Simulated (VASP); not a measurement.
# CoSi2 (Fm-3m) in VASP: notebook, part 2 of 2

VASP 6.6.1. The steps go on from the part before.

## (5) Relaxation of cell and atoms, PBE

This run uses another cell than the first one, of 12.80 Å³/atom.

Contents of INCAR:

```
  ALGO = Normal
  EDIFF = 1E-6
  EDIFFG = -0.005
  ENCUT = 600
  GGA = PE
  IBRION = 2
  ISIF = 3
  ISMEAR = 0
  LASPH = True
  LCHARG = False
  LREAL = False
  LWAVE = False
  NELM = 80
  NSW = 100
  PREC = Accurate
  SIGMA = 0.1
```

Contents of KPOINTS:

```
k-points
0
Gamma
  14 14 14
```

Contents of POSCAR:

```
CoSi2
1.0
    0.0000000000      2.6780000000      2.6780000000
    2.6780000000      0.0000000000      2.6780000000
    2.6780000000      2.6780000000      0.0000000000
Co Si
1 2
Direct
    0.0000000000      0.0000000000      0.0000000000
    0.2500000000      0.2500000000      0.2500000000
    0.7500000000      0.7500000000      0.7500000000
```

Potentials or basis: VASP PAW PBE potentials, release 64 (Co, Si).

Launch:

```sh
cat potpaw_PBE.64/Co/POTCAR potpaw_PBE.64/Si/POTCAR > POTCAR
mpirun -np 1 vasp_std > vasp.out
```

OUTCAR:

```text
EDIFF = 1E-6
   EDIFFG = -0.005
   ENCUT = 600
   GGA = PE
   IBRION = 2
   ISIF = 3
   ISMEAR = 0
   LASPH = True
   LREAL = False
   NELM = 80
   NSW = 100
   PREC = Accurate

 ion  position               nearest neighbor table
   1  0.000  0.000  0.000-   3 2.32   2 2.32   3 2.32   2 2.32   3 2.32   3 2.32   2 2.32   2 2.32

   2  0.250  0.250  0.250-   1 2.32   1 2.32   1 2.32   1 2.32   3 2.68   3 2.68   3 2.68   3 2.68
                             3 2.68   3 2.68
   3  0.750  0.750  0.750-   1 2.32   1 2.32   1 2.32   1 2.32   2 2.68   2 2.68   2 2.68   2 2.68
                             2 2.68   2 2.68

  LATTYP: Found a face centered cubic cell.
 ALAT       =     5.3560000000

  Lattice vectors:

 A1 = (   0.0000000000,   2.6780000000,   2.6780000000)
 A2 = (   2.6780000000,   0.0000000000,   2.6780000000)
 A3 = (   2.6780000000,   2.6780000000,   0.0000000000)

Analysis of symmetry for initial positions (statically):
=====================================================================
 Subroutine PRICEL returns:
 Original cell was already a primitive cell.

 Routine SETGRP: Setting up the symmetry group for a
 face centered cubic supercell.

 Subroutine GETGRP returns: Found 48 space group operations
 (whereof 48 operations were pure point group operations)
 out of a pool of 48 trial point group operations.

The static configuration has the point symmetry O_h .

Analysis of symmetry for dynamics (positions and initial velocities):
=====================================================================
 Subroutine PRICEL returns:
 Original cell was already a primitive cell.

 Routine SETGRP: Setting up the symmetry group for a
 face centered cubic supercell.

 Subroutine GETGRP returns: Found 48 space group operations
 (whereof 48 operations were pure point group operations)
 out of a pool of 48 trial point group operations.

The dynamic configuration has the point symmetry O_h .

 Subroutine INISYM returns: Found 48 space group operations
 (whereof 48 operations are pure point group operations),
 and found     1 'primitive' translations

[... 142 lines left out ...]
  ---------------------------------------------------
  free energy    TOTEN  =       -19.29730905 eV

  energy without entropy =      -19.29215211  energy(sigma->0) =      -19.29473058

------------------------ aborting loop because EDIFF is reached ----------------------------------------

  FORCE on cell =-STRESS in cart. coord.  units (eV):
  Direction    XX          YY          ZZ          XY          YZ          ZX
  --------------------------------------------------------------------------------------
  -------------------------------------------------------------------------------------
  Total        0.0590468      0.0590468      0.0590468     -0.0000000     -0.0000000      0.0000000
  in kB        2.4628900      2.4628900      2.4628900     -0.0000000     -0.0000000      0.0000000
  external PRESSURE =       2.4628900 kB  Pullay stress =       0.0000000 kB
[... 61 lines left out ...]
--------------------------------------- Ionic step        3  -------------------------------------------

 number of electron      17.0000005 magnetization

 Free energy of the ion-electron system (eV)
  ---------------------------------------------------
  ext. energy  EPLUGINS =         0.00000000
  ---------------------------------------------------
  free energy    TOTEN  =       -19.29733988 eV

  energy without entropy =      -19.29217845  energy(sigma->0) =      -19.29475917

 E-fermi :  10.0889     XC(G=0): -11.7408

 val. band max:       10.0860845179   @ k =   0.4286   0.2143   0.0714
 cond. band min:      10.1064235855   @ k =   0.3571   0.0714   0.0000
 fundamental gap:      0.0203390676
 Fermi energy:        10.0888928764

 k-point     1 :       0.0000    0.0000    0.0000
  band No.  band energies     occupation
      1      -3.0383      2.00000
      2       6.0051      2.00000
      3       6.0051      2.00000
      4       6.0051      2.00000
      5       8.1740      2.00000
      6       8.1740      2.00000
      7      10.8227      0.00000
      8      13.4804      0.00000
      9      13.4804      0.00000
     10      13.4804      0.00000
     11      13.5268      0.00000
     12      13.5268      0.00000
[... 331 lines left out ...]
 k-point    24 :       0.2857    0.1429    0.0000
  band No.  band energies     occupation
      1      -1.9186      2.00000
      2       4.2298      2.00000
      3       6.1412      2.00000
      4       6.2167      2.00000
      5       7.3495      2.00000
      6       8.3505      2.00000
      7       9.1882      2.00000
      8      10.1896      0.15443
      9      10.8086      0.00000
     10      11.9931      0.00000
     11      14.2468      0.00000
     12      14.9185      0.00000

 [... further k-points ...]

------------------------ aborting loop because EDIFF is reached ----------------------------------------

  FORCE on cell =-STRESS in cart. coord.  units (eV):
  Direction    XX          YY          ZZ          XY          YZ          ZX
  --------------------------------------------------------------------------------------
  -------------------------------------------------------------------------------------
  Total        0.0048235      0.0048235      0.0048235      0.0000000      0.0000000      0.0000000
  in kB        0.2009594      0.2009594      0.2009594      0.0000000      0.0000000      0.0000000
  external PRESSURE =       0.2009594 kB  Pullay stress =       0.0000000 kB
[... 18 lines left out ...]
  FREE ENERGIE OF THE ION-ELECTRON SYSTEM (eV)
  ---------------------------------------------------
  free  energy   TOTEN  =       -19.2973398847 eV

  energy  without entropy=      -19.2921784546  energy(sigma->0) =      -19.29475917

 reached required accuracy - stopping structural energy minimisation
```

OSZICAR:

```text
N       E                     dE             d eps       ncg     rms          rms(c)
DAV:   1     0.765308580935E+02    0.76531E+02   -0.78272E+03  2496   0.152E+03
DAV:   2    -0.158831262643E+02   -0.92414E+02   -0.86668E+02  2524   0.272E+02
DAV:   3    -0.205992602896E+02   -0.47161E+01   -0.45204E+01  3248   0.704E+01
DAV:   4    -0.207120769736E+02   -0.11282E+00   -0.11255E+00  3016   0.102E+01
[... 20 lines left out ...]
DAV:   2    -0.192997692824E+02   -0.18469E-02   -0.18580E-02  3304   0.300E+00    0.403E-01
DAV:   3    -0.192973496998E+02    0.24196E-02   -0.96113E-03  3300   0.220E+00    0.397E-02
DAV:   4    -0.192973424722E+02    0.72276E-05   -0.16671E-04  2580   0.112E-01    0.152E-02
DAV:   5    -0.192973399668E+02    0.25054E-05   -0.84597E-06  3492   0.569E-02    0.508E-03
DAV:   6    -0.192973398847E+02    0.82085E-07   -0.55276E-07  1380   0.104E-02
   3 F= -.19297340E+02 E0= -.19294759E+02  d E =-.308301E-04
```

CONTCAR:

```text
CoSi2
   1.00000000000000
    -0.0000000000000000    2.6790340170553493    2.6790340170553493
     2.6790340170553493   -0.0000000000000000    2.6790340170553493
     2.6790340170553493    2.6790340170553493    0.0000000000000000
  Co              Si
     1     2
Direct
     0.0000000000000000    0.0000000000000000    0.0000000000000000
     0.2500000000000000    0.2500000000000000    0.2500000000000000
     0.7500000000000000    0.7500000000000000    0.7500000000000000

  0.00000000E+00  0.00000000E+00  0.00000000E+00
  0.00000000E+00  0.00000000E+00  0.00000000E+00
  0.00000000E+00  0.00000000E+00  0.00000000E+00
```

Run time: 69 s. Hardware: 1 thread of Intel Xeon Platinum 8559C (Emerald Rapids), shared host; peak memory 0.21 GiB.

What came out:

```
Free energy                           : -19.2973 eV
Relaxed volume                        : 12.82 Å³/atom
Relaxed cell                          : a = 3.789 Å, b = 3.789 Å, c = 3.789 Å, α = 60.00°, β = 60.00°, γ = 60.00°
Space group after relaxing (to 0.1 Å) : Fm-3m (No. 225)
Energy gained by relaxing             : 0.0 meV/atom
Ionic steps                           : 3
Pressure after relaxing               : 0.0 GPa
Band gap on the k mesh                : zero (an odd number of electrons rules out a gap without spin polarisation)
```

Final structure:
```xyz
3
Lattice="0.0000 2.6790 2.6790 2.6790 0.0000 2.6790 2.6790 2.6790 0.0000" Properties=species:S:1:pos:R:3 pbc="T T T"
Co    0.0000    0.0000    0.0000
Si    1.3395    1.3395    1.3395
Si    4.0186    4.0186    4.0186
```

Caveat: the run has no spin polarisation, though such a crystal can be magnetic. Spin polarisation is off, so any magnetic state and its effect on volume and gap are missing.

## (6) Overview

```tsv
task	cell	cutoff (eV)	gap on the mesh (eV)	pressure (GPa)
single point	a = 3.828 Å, angles 60.0°, 3 atoms	520	none	-5.2
single point	a = 3.864 Å, angles 60.0°, 3 atoms	520	none	-9.3
single point	a = 3.912 Å, angles 60.0°, 3 atoms	520	none	-13.7
relaxation of cell and atoms	relaxed from a = 3.787 Å, angles 60.0°, 3 atoms	600	none	0.0
```

Alike in all rows: level PBE; potentials or basis VASP PAW PBE potentials, release 64 (Co, Si); no spin polarisation; k mesh 14 × 14 × 14; smearing gaussian 0.1 eV.

Caveats: the run has no spin polarisation, though such a crystal can be magnetic; the cell stands under tension (at least some runs).

Total energies depend on the potentials used, so only differences within one code and one set of settings carry meaning.
